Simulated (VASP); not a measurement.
# BAs (F-43m) in VASP: single point with PBE

Aim: the single point of BAs with PBE.

Everything below comes from runs of VASP 6.6.1. Logs are shortened: lines on timing, memory, paths and dates and some standing lists are left out, and cuts for length are marked.

## Step 1: The cell of the first run

It takes space group F-43m (No. 216, cubic). The conventional cell has a = 4.896 Å, b = 4.896 Å, c = 4.896 Å, α = 90.00°, β = 90.00°, γ = 90.00°. Within 2.8 Å of As (site symmetry -43m) lie 4 B at 2.12 Å. B (site symmetry -43m) has 4 As at 2.12 Å within 2.8 Å.

## Step 2: Single point, PBE

File INCAR:

```
PREC = Accurate
ENCUT = 500
EDIFF = 1E-6
ISMEAR = -1
SIGMA = 0.1
LREAL = False
LASPH = True
NELM = 120
ALGO = Normal
ISIF = 2
LWAVE = False
LCHARG = True
GGA = PE
LELF = True
LVHAR = True
NBANDS = 11
GGA_COMPAT = False
```

File KPOINTS:

```
Automatic mesh
0
Gamma
  9 9 9
```

File POSCAR:

```
BAs
1.0
    0.0000000000      2.4479270000      2.4479270000
    2.4479270000      0.0000000000      2.4479270000
    2.4479270000      2.4479270000      0.0000000000
As B
1 1
Direct
    0.2500000000      0.2500000000      0.2500000000
    0.0000000000      0.0000000000      0.0000000000
```

Potentials or basis: VASP PAW PBE potentials, release 64 (As, B).

Started as:

```bash
$ cat potpaw_PBE.64/As/POTCAR potpaw_PBE.64/B/POTCAR > POTCAR
$ mpirun -np 1 vasp_std > vasp.out
```

OUTCAR:

```text
PREC = Accurate
   ENCUT = 500
   EDIFF = 1E-6
   ISMEAR = -1
   LREAL = False
   LASPH = True
   NELM = 120
   ISIF = 2
   GGA = PE

 ion  position               nearest neighbor table
   1  0.250  0.250  0.250-   2 2.12   2 2.12   2 2.12   2 2.12
   2  0.000  0.000  0.000-   1 2.12   1 2.12   1 2.12   1 2.12

  LATTYP: Found a face centered cubic cell.
 ALAT       =     4.8958540000

  Lattice vectors:

 A1 = (   0.0000000000,   2.4479270000,   2.4479270000)
 A2 = (   2.4479270000,   0.0000000000,   2.4479270000)
 A3 = (   2.4479270000,   2.4479270000,   0.0000000000)

Analysis of symmetry for initial positions (statically):
=====================================================================
 Subroutine PRICEL returns:
 Original cell was already a primitive cell.

 Routine SETGRP: Setting up the symmetry group for a
 face centered cubic supercell.

 Subroutine GETGRP returns: Found 24 space group operations
 (whereof 24 operations were pure point group operations)
 out of a pool of 48 trial point group operations.

The static configuration has the point symmetry T_d .

Analysis of symmetry for dynamics (positions and initial velocities):
=====================================================================
 Subroutine PRICEL returns:
 Original cell was already a primitive cell.

 Routine SETGRP: Setting up the symmetry group for a
 face centered cubic supercell.

 Subroutine GETGRP returns: Found 24 space group operations
 (whereof 24 operations were pure point group operations)
 out of a pool of 48 trial point group operations.

The dynamic configuration has the point symmetry T_d .

 Subroutine INISYM returns: Found 24 space group operations
 (whereof 24 operations are pure point group operations),
 and found     1 'primitive' translations

----------------------------------------------------------------------------------------

                                     Primitive cell

  volume of cell :      29.3377

  direct lattice vectors                    reciprocal lattice vectors
     0.000000000  2.447927000  2.447927000    -0.204254457  0.204254457  0.204254457
     2.447927000  0.000000000  2.447927000     0.204254457 -0.204254457  0.204254457
     2.447927000  2.447927000  0.000000000     0.204254457  0.204254457 -0.204254457

  length of vectors
     3.461891563  3.461891563  3.461891563     0.353779097  0.353779097  0.353779097

  position of ions in fractional coordinates (direct lattice)
     0.250000000  0.250000000  0.250000000
     0.000000000  0.000000000  0.000000000

  ion indices of the primitive-cell ions
   primitive index   ion index
                 1           1
                 2           2

----------------------------------------------------------------------------------------

 KPOINTS: Automatic mesh

Automatic generation of k-mesh.
 Grid dimensions read from file:
 generate k-points for:    9    9    9

 Generating k-lattice:

  Cartesian coordinates                     Fractional coordinates (reciprocal lattice)
    -0.022694940  0.022694940  0.022694940     0.111111111  0.000000000  0.000000000
     0.022694940 -0.022694940  0.022694940     0.000000000  0.111111111  0.000000000
     0.022694940  0.022694940 -0.022694940     0.000000000  0.000000000  0.111111111

  Length of vectors
     0.039308789  0.039308789  0.039308789

  Shift w.r.t. Gamma in fractional coordinates (k-lattice)
     0.000000000  0.000000000  0.000000000

 Subroutine IBZKPT returns following result:
 ===========================================

 Found     35 irreducible k-points:

 Following reciprocal coordinates:
            Coordinates               Weight
  0.000000  0.000000  0.000000      1.000000
  0.111111  0.000000  0.000000      8.000000
  0.222222  0.000000  0.000000      8.000000
  0.333333  0.000000  0.000000      8.000000
  0.444444  0.000000  0.000000      8.000000
  0.111111  0.111111  0.000000      6.000000
[... 16 lines left out ...]
 -0.333333  0.333333  0.000000     12.000000
  0.444444  0.444444  0.000000      6.000000
 [... further k-points ...]
   k-points           NKPTS =     35   k-points in BZ     NKDIM =     35   number of bands    NBANDS=     11
   number of dos      NEDOS =    301   number of ions     NIONS =      2
   total plane-waves  NPLWV =  21952
   dimension x,y,z NGX =    28 NGY =   28 NGZ =   28
   dimension x,y,z NGXF=    56 NGYF=   56 NGZF=   56
   ions per type =               1   1
   NGX,Y,Z   is equivalent  to a cutoff of  13.45, 13.45, 13.45 a.u.
   NGXF,Y,Z  is equivalent  to a cutoff of  26.89, 26.89, 26.89 a.u.
 SYSTEM =  unknown system
   PREC   = accura    normal or accurate (medium, high low for compatibility)
   ISTART =      0    job   : 0-new  1-cont  2-samecut
   ICHARG =      2    charge: 1-file 2-atom 10-const
   ISPIN  =      1    spin polarized calculation?
   LNONCOLLINEAR =      F non collinear calculations
   LSORBIT =      F    spin-orbit coupling
   LASPH  =      T    aspherical Exc in radial PAW
   ENCUT  =  500.0 eV  36.75 Ry    6.06 a.u.   6.31  6.31  6.31*2*pi/ulx,y,z
   NELM   =    120;   NELMIN=  2; NELMDL= -5     # of ELM steps
   EDIFF  = 0.1E-05   stopping-criterion for ELM
   LREAL  =      F    real-space projection
   EDIFFG = 0.1E-04   stopping-criterion for IOM
   NSW    =      0    number of steps for IOM
   IBRION =     -1    ionic relax: 0-MD 1-quasi-New 2-CG
   NFREE  =      0    steps in history (QN), initial steepest desc. (CG)
   ISIF   =      2    stress and relaxation
   ISYM   =      2    0-nonsym 1-usesym 2-fastsym
   POTIM  = 0.5000    time-step for ionic-motion
   TEBEG  =    0.0;   TEEND  =   0.0 temperature during run
   PSTRESS=    0.0 pullay stress
   NELECT =       8.0000    total number of electrons
   NUPDOWN=      -1.0000    fix difference up-down
   EMIN   =  10.00;   EMAX   =-10.00  energy-range for DOS
   EFERMI =   0.00;   METHOD = LEGACY
   ISMEAR =    -1;   SIGMA  =   0.10  broadening in eV -4-tet -1-fermi 0-gaus
   EFERMI_NEDOS =   21; number of points for ismear=-14 and -15
   IALGO  =     38    algorithm
   IMIX   =      4    mixing-type and parameters
     AMIX     =   0.40;   BMIX     =  1.00
     AMIX_MAG =   1.60;   BMIX_MAG =  1.00
  volume/ion in A,a.u.               =      14.67        98.99
  Fermi-wavevector in a.u.,A,eV,Ry     =   1.061605  2.006143 15.333842  1.127006
  Thomas-Fermi vector in A             =   2.197027
   LORBIT       =      0    0 simple, 1 ext, 2 COOP (PROOUT), +10 PAW based schemes
   GGA     = PE    functional components
   LHFCALC =     F    Hartree Fock is set to
   AEXX    =    0.0000 exact exchange contribution
   IVDW    =     0    specifies the selected vdW correction
   LEPSILON=     F    determine dielectric tensor
   LRPA    =     F    only Hartree local field effects (RPA)
 non-spin polarized calculation
  energy-cutoff  :      500.00
  volume of cell :       29.34
 maximum number of plane-waves:       759
 NGX is ok and might be reduce to    28
   NGX = 13   NGY = 13   NGZ = 13

 number of electron       7.9999999 magnetization

 Free energy of the ion-electron system (eV)
  ---------------------------------------------------
  ext. energy  EPLUGINS =         0.00000000
  ---------------------------------------------------
  free energy    TOTEN  =       -11.38642227 eV

  energy without entropy =      -11.38637801  energy(sigma->0) =      -11.38640014

 E-fermi :   5.9362     XC(G=0): -10.2673

 val. band max:        5.3379031943   @ k =   0.0000   0.0000   0.0000
 cond. band min:       6.6411854333   @ k =   0.4444   0.4444   0.0000
 fundamental gap:      1.3032822390
 Fermi energy:         5.9361652041

 k-point     1 :       0.0000    0.0000    0.0000
  band No.  band energies     occupation
      1      -9.4125      2.00000
      2       5.3379      1.99497
      3       5.3379      1.99497
      4       5.3379      1.99497
      5       8.5254      0.00000
      6       8.5254      0.00000
      7       8.5254      0.00000
      8       9.1087      0.00000
      9      14.5775      0.00000
     10      17.9968      0.00000
     11      17.9968      0.00000

 k-point     2 :       0.1111    0.0000    0.0000
  band No.  band energies     occupation
      1      -9.2236      2.00000
      2       3.7402      2.00000
      3       5.0068      1.99982
      4       5.0068      1.99982
      5       8.4594      0.00000
      6       8.9643      0.00000
      7       8.9643      0.00000
      8      10.3737      0.00000
      9      15.2958      0.00000
     10      16.9004      0.00000
     11      16.9004      0.00000

 k-point     3 :       0.2222    0.0000    0.0000
  band No.  band energies     occupation
      1      -8.6713      2.00000
      2       1.2319      2.00000
      3       4.4113      2.00000
      4       4.4113      2.00000
      5       8.1069      0.00000
      6       9.6965      0.00000
      7       9.6965      0.00000
      8      12.2885      0.00000
      9      16.2328      0.00000
     10      16.3173      0.00000
     11      16.3173      0.00000

 k-point     4 :       0.3333    0.0000    0.0000
  band No.  band energies     occupation
      1      -7.8239      2.00000
      2      -1.0631      2.00000
      3       3.9285      2.00000
      4       3.9285      2.00000
      5       7.7983      0.00000
      6      10.0330      0.00000
      7      10.0330      0.00000
      8      13.6665      0.00000
      9      16.3819      0.00000
     10      17.0854      0.00000
     11      17.0854      0.00000
[... 239 lines left out ...]
 k-point    22 :      -0.4444    0.3333    0.0000
  band No.  band energies     occupation
      1      -5.8169      2.00000
      2      -2.3533      2.00000
      3       0.1978      2.00000
      4       2.0553      2.00000
      5       7.3545      0.00000
      6      10.1505      0.00000
      7      14.0630      0.00000
      8      14.1007      0.00000
      9      16.3478      0.00000
     10      19.1982      0.00000
     11      20.9307      0.00000

 k-point    23 :      -0.3333    0.3333    0.0000
  band No.  band energies     occupation
      1      -5.9365      2.00000
      2      -2.1919      2.00000
      3      -0.2643      2.00000
      4       2.5102      2.00000
      5       7.8053      0.00000
      6      12.2291      0.00000
      7      13.0730      0.00000
      8      14.0555      0.00000
      9      14.5045      0.00000
     10      17.2174      0.00000
     11      21.2660      0.00000

 k-point    24 :       0.4444    0.4444    0.0000
  band No.  band energies     occupation
      1      -5.9111      2.00000
      2      -2.4040      2.00000
      3       1.6232      2.00000
      4       1.6232      2.00000
      5       6.6412      0.00173
      6       7.2177      0.00001
      7      15.7123      0.00000
      8      15.7123      0.00000
      9      17.3743      0.00000
     10      21.3699      0.00000
     11      22.4281      0.00000

 [... further k-points ...]
[... 5 lines left out ...]
  --------------------------------------------------------------------------------------
  -------------------------------------------------------------------------------------
  Total       -1.0695471     -1.0695471     -1.0695471      0.0000000     -0.0000000     -0.0000000
  in kB      -58.4097198    -58.4097198    -58.4097198      0.0000000     -0.0000000     -0.0000000
  external PRESSURE =     -58.4097198 kB  Pullay stress =       0.0000000 kB

 VOLUME and BASIS-vectors are now :
 -----------------------------------------------------------------------------
  energy-cutoff  :      500.00
  volume of cell :       29.34
      direct lattice vectors                 reciprocal lattice vectors
     0.000000000  2.447927000  2.447927000    -0.204254457  0.204254457  0.204254457
     2.447927000  0.000000000  2.447927000     0.204254457 -0.204254457  0.204254457
     2.447927000  2.447927000  0.000000000     0.204254457  0.204254457 -0.204254457

 POSITION                                       TOTAL-FORCE (eV/Angst)
 -----------------------------------------------------------------------------------
      1.22396      1.22396      1.22396         0.000000      0.000000      0.000000
      0.00000      0.00000      0.00000        -0.000000     -0.000000     -0.000000
 -----------------------------------------------------------------------------------
    total drift:                               -0.000000     -0.000000     -0.000000

  FREE ENERGIE OF THE ION-ELECTRON SYSTEM (eV)
  ---------------------------------------------------
  free  energy   TOTEN  =       -11.3864222676 eV

  energy  without entropy=      -11.3863780079  energy(sigma->0) =      -11.38640014
```

Wall time 16 s (1 thread of Intel Xeon Platinum 8375C at 2.90GHz (Ice Lake), shared host); peak memory 0.16 GiB.

Results:

```
Free energy            : -11.3864 eV
Pressure               : -5.8 GPa
Band gap on the k mesh : 1.30 eV, indirect (least direct gap 3.19 eV)
```

A k mesh can miss the band edges. PBE gaps usually lie below the measured ones, often by a third to a half.
